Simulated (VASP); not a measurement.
# CaI (P-6m2) in VASP: further runs

Runs on CaI. Level: LDA. Tasks: single point.

All numbers are computed with VASP 6.6.1; they aren't measurements. Logs are shortened: lines on timing, memory, paths and dates and some standing lists are left out, and cuts for length are marked.

### Step 1. The cell of the first run

Symmetry: P-6m2, No. 187, hexagonal system. Conventional cell: a = 4.147 Å, b = 4.147 Å, c = 4.576 Å, α = 90.00°, β = 90.00°, γ = 120.00°. Ca (site symmetry -6m2) has 6 I at 3.31 Å and 6 Ca at 4.15 Å within 4.4 Å. Within 4.4 Å of I (site symmetry -6m2) lie 6 Ca at 3.31 Å and 6 I at 4.15 Å.

### Step 2. Single point, LDA

INCAR

```
ALGO = Normal
EDIFF = 1E-6
ENCUT = 520
GGA = CA
ISIF = 2
ISMEAR = -1
LASPH = True
LCHARG = False
LREAL = False
LWAVE = False
NBANDS = 16
NELM = 60
PREC = Accurate
SIGMA = 0.1
```

KPOINTS

```
k-points
0
Gamma
  3 3 2
```

POSCAR

```
CaI
1.0
    4.1468200000      0.0000000000      0.0000000000
   -2.0734100000      3.5912520000      0.0000000000
    0.0000000000      0.0000000000      4.5762290000
Ca I
1 1
Direct
    0.0000000000      0.0000000000      0.5000000000
    0.6666666667      0.3333333333      0.0000000000
```

Potentials or basis: VASP PAW LDA potentials, release 64 (Ca_sv, I).

Launch:

```
$ cat potpaw_LDA.64/Ca_sv/POTCAR potpaw_LDA.64/I/POTCAR > POTCAR
$ mpirun -np 1 vasp_std > vasp.out
```

OUTCAR:

```text
EDIFF = 1E-6
   ENCUT = 520
   GGA = CA
   ISIF = 2
   ISMEAR = -1
   LASPH = True
   LREAL = False
   NELM = 60
   PREC = Accurate

 ion  position               nearest neighbor table
   1  0.000  0.000  0.500-   2 3.31   2 3.31   2 3.31   2 3.31   2 3.31   2 3.31
   2  0.667  0.333  0.000-   1 3.31   1 3.31   1 3.31   1 3.31   1 3.31   1 3.31

  LATTYP: Found a hexagonal cell.
 ALAT       =     4.1468200000
 C/A-ratio  =     1.1035513960

  Lattice vectors:

 A1 = (   4.1468200000,   0.0000000000,   0.0000000000)
 A2 = (  -2.0734100000,   3.5912520000,   0.0000000000)
 A3 = (   0.0000000000,   0.0000000000,   4.5762290000)

Analysis of symmetry for initial positions (statically):
=====================================================================
 Subroutine PRICEL returns:
 Original cell was already a primitive cell.

 Routine SETGRP: Setting up the symmetry group for a
 hexagonal supercell.

 Subroutine GETGRP returns: Found 12 space group operations
 (whereof 12 operations were pure point group operations)
 out of a pool of 24 trial point group operations.

The static configuration has the point symmetry D_3h.

Analysis of symmetry for dynamics (positions and initial velocities):
=====================================================================
 Subroutine PRICEL returns:
 Original cell was already a primitive cell.

 Routine SETGRP: Setting up the symmetry group for a
 hexagonal supercell.

 Subroutine GETGRP returns: Found 12 space group operations
 (whereof 12 operations were pure point group operations)
 out of a pool of 24 trial point group operations.

The dynamic configuration has the point symmetry D_3h.

 Subroutine INISYM returns: Found 12 space group operations
 (whereof 12 operations are pure point group operations),
 and found     1 'primitive' translations

----------------------------------------------------------------------------------------

                                     Primitive cell

  volume of cell :      68.1505

  direct lattice vectors                    reciprocal lattice vectors
     4.146820000  0.000000000  0.000000000     0.241148639  0.139227211  0.000000000
    -2.073410000  3.591252000  0.000000000     0.000000000  0.278454422  0.000000000
     0.000000000  0.000000000  4.576229000     0.000000000  0.000000000  0.218520533

  length of vectors
     4.146820000  4.146820463  4.576229000     0.278454453  0.278454422  0.218520533

  position of ions in fractional coordinates (direct lattice)
     0.000000000  0.000000000  0.500000000
     0.666666667  0.333333333  0.000000000

  ion indices of the primitive-cell ions
   primitive index   ion index
                 1           1
                 2           2

----------------------------------------------------------------------------------------

 KPOINTS: k-points

Automatic generation of k-mesh.
 Grid dimensions read from file:
 generate k-points for:    3    3    2

 Generating k-lattice:

  Cartesian coordinates                     Fractional coordinates (reciprocal lattice)
     0.080382880  0.046409070  0.000000000     0.333333333  0.000000000  0.000000000
     0.000000000  0.092818141  0.000000000     0.000000000  0.333333333  0.000000000
     0.000000000  0.000000000  0.109260266     0.000000000  0.000000000  0.500000000

  Length of vectors
     0.092818151  0.092818141  0.109260266

  Shift w.r.t. Gamma in fractional coordinates (k-lattice)
     0.000000000  0.000000000  0.000000000

 Subroutine IBZKPT returns following result:
 ===========================================

 Found      6 irreducible k-points:

 Following reciprocal coordinates:
            Coordinates               Weight
  0.000000  0.000000  0.000000      1.000000
  0.333333  0.000000  0.000000      6.000000
  0.333333  0.333333  0.000000      2.000000
  0.000000  0.000000  0.500000      1.000000
  0.333333  0.000000  0.500000      6.000000
  0.333333  0.333333  0.500000      2.000000
   k-points           NKPTS =      6   k-points in BZ     NKDIM =      6   number of bands    NBANDS=     16
   number of dos      NEDOS =    301   number of ions     NIONS =      2
   total plane-waves  NPLWV =  36864
   dimension x,y,z NGX =    32 NGY =   32 NGZ =   36
   dimension x,y,z NGXF=    64 NGYF=   64 NGZF=   72
   ions per type =               1   1
   NGX,Y,Z   is equivalent  to a cutoff of  12.83, 12.83, 13.08 a.u.
   NGXF,Y,Z  is equivalent  to a cutoff of  25.66, 25.66, 26.16 a.u.
 SYSTEM =  unknown system
   PREC   = accura    normal or accurate (medium, high low for compatibility)
   ISTART =      0    job   : 0-new  1-cont  2-samecut
   ICHARG =      2    charge: 1-file 2-atom 10-const
   ISPIN  =      1    spin polarized calculation?
   LNONCOLLINEAR =      F non collinear calculations
   LSORBIT =      F    spin-orbit coupling
   LASPH  =      T    aspherical Exc in radial PAW
   ENCUT  =  520.0 eV  38.22 Ry    6.18 a.u.   7.71  7.71  8.51*2*pi/ulx,y,z
   NELM   =     60;   NELMIN=  2; NELMDL= -5     # of ELM steps
   EDIFF  = 0.1E-05   stopping-criterion for ELM
   LREAL  =      F    real-space projection
   EDIFFG = 0.1E-04   stopping-criterion for IOM
   NSW    =      0    number of steps for IOM
   IBRION =     -1    ionic relax: 0-MD 1-quasi-New 2-CG
   NFREE  =      0    steps in history (QN), initial steepest desc. (CG)
   ISIF   =      2    stress and relaxation
   ISYM   =      2    0-nonsym 1-usesym 2-fastsym
   POTIM  = 0.5000    time-step for ionic-motion
   TEBEG  =    0.0;   TEEND  =   0.0 temperature during run
   PSTRESS=    0.0 pullay stress
   NELECT =      17.0000    total number of electrons
   NUPDOWN=      -1.0000    fix difference up-down
   EMIN   =  10.00;   EMAX   =-10.00  energy-range for DOS
   EFERMI =   0.00;   METHOD = LEGACY
   ISMEAR =    -1;   SIGMA  =   0.10  broadening in eV -4-tet -1-fermi 0-gaus
   EFERMI_NEDOS =   21; number of points for ismear=-14 and -15
   IALGO  =     38    algorithm
   IMIX   =      4    mixing-type and parameters
     AMIX     =   0.40;   BMIX     =  1.00
     AMIX_MAG =   1.60;   BMIX_MAG =  1.00
  volume/ion in A,a.u.               =      34.08       229.95
  Fermi-wavevector in a.u.,A,eV,Ry     =   1.030548  1.947453 14.449783  1.062029
  Thomas-Fermi vector in A             =   2.164652
   LORBIT       =      0    0 simple, 1 ext, 2 COOP (PROOUT), +10 PAW based schemes
   GGA     = CA    functional components
   LHFCALC =     F    Hartree Fock is set to
   AEXX    =    0.0000 exact exchange contribution
   IVDW    =     0    specifies the selected vdW correction
   LEPSILON=     F    determine dielectric tensor
   LRPA    =     F    only Hartree local field effects (RPA)
 non-spin polarized calculation
  energy-cutoff  :      520.00
  volume of cell :       68.15
 maximum number of plane-waves:      1871
 NGX is ok and might be reduce to    32
   NGX = 15   NGY = 15   NGZ = 17

 number of electron      17.0000000 magnetization

 Free energy of the ion-electron system (eV)
  ---------------------------------------------------
  ext. energy  EPLUGINS =         0.00000000
  ---------------------------------------------------
  free energy    TOTEN  =        -6.41320450 eV

  energy without entropy =       -6.32206476  energy(sigma->0) =       -6.36763463

 E-fermi :   5.1827     XC(G=0):  -8.9683

 val. band max:        5.1331981833   @ k =   0.3333   0.0000   0.5000
 cond. band min:       5.4450485336   @ k =   0.3333   0.3333   0.5000
 fundamental gap:      0.3118503502
 Fermi energy:         5.1827128471

 k-point     1 :       0.0000    0.0000    0.0000
  band No.  band energies     occupation
      1     -36.5348      2.00000
      2     -17.8824      2.00000
      3     -17.8040      2.00000
      4     -17.8040      2.00000
      5      -9.6810      2.00000
      6       0.6702      2.00000
[... 8 lines left out ...]
     15      10.3287      0.00000
     16      10.7450      0.00000

 k-point     2 :       0.3333    0.0000    0.0000
  band No.  band energies     occupation
      1     -36.5312      2.00000
      2     -17.8733      2.00000
      3     -17.8594      2.00000
      4     -17.8165      2.00000
      5      -9.3142      2.00000
      6      -0.4346      2.00000
[... 8 lines left out ...]
     15      10.0967      0.00000
     16      10.8217      0.00000

 k-point     3 :       0.3333    0.3333    0.0000
  band No.  band energies     occupation
      1     -36.5295      2.00000
      2     -17.8688      2.00000
      3     -17.8600      2.00000
      4     -17.8494      2.00000
      5      -9.1119      2.00000
      6      -0.4046      2.00000
[... 8 lines left out ...]
     15      10.0764      0.00000
     16      10.1391      0.00000

 k-point     4 :       0.0000    0.0000    0.5000
  band No.  band energies     occupation
      1     -36.5341      2.00000
      2     -17.9148      2.00000
      3     -17.8022      2.00000
      4     -17.8022      2.00000
      5      -9.4578      2.00000
      6      -1.1342      2.00000
[... 8 lines left out ...]
     15       9.0259      0.00000
     16      12.6904      0.00000

 k-point     5 :       0.3333    0.0000    0.5000
  band No.  band energies     occupation
      1     -36.5306      2.00000
      2     -17.8972      2.00000
      3     -17.8528      2.00000
      4     -17.8139      2.00000
      5      -9.2138      2.00000
      6      -0.4211      2.00000
[... 8 lines left out ...]
     15       9.4741      0.00000
     16      10.9417      0.00000

 k-point     6 :       0.3333    0.3333    0.5000
  band No.  band energies     occupation
      1     -36.5288      2.00000
      2     -17.8885      2.00000
      3     -17.8520      2.00000
      4     -17.8459      2.00000
      5      -9.0774      2.00000
      6      -0.1060      2.00000
[... 8 lines left out ...]
     15       8.9674      0.00000
     16      10.9233      0.00000

------------------------ aborting loop because EDIFF is reached ----------------------------------------

  FORCE on cell =-STRESS in cart. coord.  units (eV):
  Direction    XX          YY          ZZ          XY          YZ          ZX
  --------------------------------------------------------------------------------------
  -------------------------------------------------------------------------------------
  Total       -1.0191759     -1.0191762     -1.4343082      0.0000000      0.0000000      0.0000000
  in kB      -23.9602252    -23.9602323    -33.7197435      0.0000000      0.0000000      0.0000000
  external PRESSURE =     -27.2134003 kB  Pullay stress =       0.0000000 kB

 VOLUME and BASIS-vectors are now :
 -----------------------------------------------------------------------------
  energy-cutoff  :      520.00
  volume of cell :       68.15
      direct lattice vectors                 reciprocal lattice vectors
     4.146820000  0.000000000  0.000000000     0.241148639  0.139227211  0.000000000
    -2.073410000  3.591252000  0.000000000     0.000000000  0.278454422  0.000000000
     0.000000000  0.000000000  4.576229000     0.000000000  0.000000000  0.218520533

 POSITION                                       TOTAL-FORCE (eV/Angst)
 -----------------------------------------------------------------------------------
      0.00000      0.00000      2.28811        -0.000000      0.000000      0.000000
      2.07341      1.19708      0.00000         0.000000      0.000000      0.000000
 -----------------------------------------------------------------------------------
    total drift:                               -0.000000     -0.000002      0.000000

  FREE ENERGIE OF THE ION-ELECTRON SYSTEM (eV)
  ---------------------------------------------------
  free  energy   TOTEN  =        -6.4132044996 eV

  energy  without entropy=       -6.3220647598  energy(sigma->0) =       -6.36763463
```

Run time: 2.7 s. Hardware: 1 thread of Intel Xeon 6975P-C (Granite Rapids), shared host; peak memory 0.15 GiB.

Results:

* Free energy: -6.4132 eV
* Pressure: -2.7 GPa

Stress tensor (GPa, compression positive):
```
-2.40  0.00  0.00
 0.00 -2.40  0.00
 0.00  0.00 -3.37
```

Levels at points of the mesh, in eV from the Fermi level:
| k point | band 4 | band 5 | band 6 | band 7 | band 8 | band 9 | band 10 | band 11 | band 12 | band 13 |
| --- | --- | --- | --- | --- | --- | --- | --- | --- | --- | --- |
| (0.00, 0.00, 0.00) | -22.99 | -14.86 | -4.51 | -3.36 | -3.36 | -1.28 | 0.72 | 2.37 | 2.37 | 2.55 |
| (0.00, 0.00, 0.50) | -22.98 | -14.64 | -6.32 | -3.24 | -3.24 | 1.58 | 1.62 | 1.62 | 2.33 | 2.33 |

Caveat: the k points lie up to 0.69 Å⁻¹ apart; spin-orbit coupling is left out, which moves the levels of the heavy elements; an odd number of electrons without spin polarisation forces a metal; a magnetic or distorted state may lie lower.

### Step 3. Single point, LDA

INCAR

```
SYSTEM = CaI
PREC = Accurate
ENCUT = 520
EDIFF = 1E-7
ISMEAR = -1
SIGMA = 0.1
LREAL = .False.
LASPH = .True.
NELM = 100
ALGO = Normal
ISIF = 2
LWAVE = .False.
LCHARG = .False.
NBANDS = 16
```

KPOINTS

```
Automatic mesh
0
Gamma
  6 6 5
  0 0 0
```

POSCAR is that of step 2.

Potentials or basis: VASP PAW LDA potentials, release 64 (Ca_sv, I).

Launch:

```
$ cat potpaw_LDA.64/Ca_sv/POTCAR potpaw_LDA.64/I/POTCAR > POTCAR
$ mpirun -np 1 vasp_std > vasp.out
```

Wall time 6.9 s (1 thread of Intel Xeon 6975P-C (Granite Rapids), shared host); peak memory 0.16 GiB.

Results (log left out):

```yaml
Free_energy: -6.4003 eV
Pressure: -3.0 GPa
```

Stress tensor (GPa, compression positive):
```
-2.92  0.00  0.00
 0.00 -2.92  0.00
 0.00  0.00 -3.13
```

Levels at points of the mesh, in eV from the Fermi level:
```csv
k point,band 6,band 7,band 8,band 9,band 10,band 11,band 12,band 13
"(0.00, 0.00, 0.00)",-4.76,-3.59,-3.59,-1.46,0.52,2.20,2.20,2.37
"(0.50, 0.00, 0.00)",-6.37,-4.61,-4.09,-0.16,1.09,1.92,2.13,2.89
```

Caveat: spin-orbit coupling is left out, which moves the levels of the heavy elements; an odd number of electrons without spin polarisation forces a metal; a magnetic or distorted state may lie lower.

(Continued in part 2 of 2.)
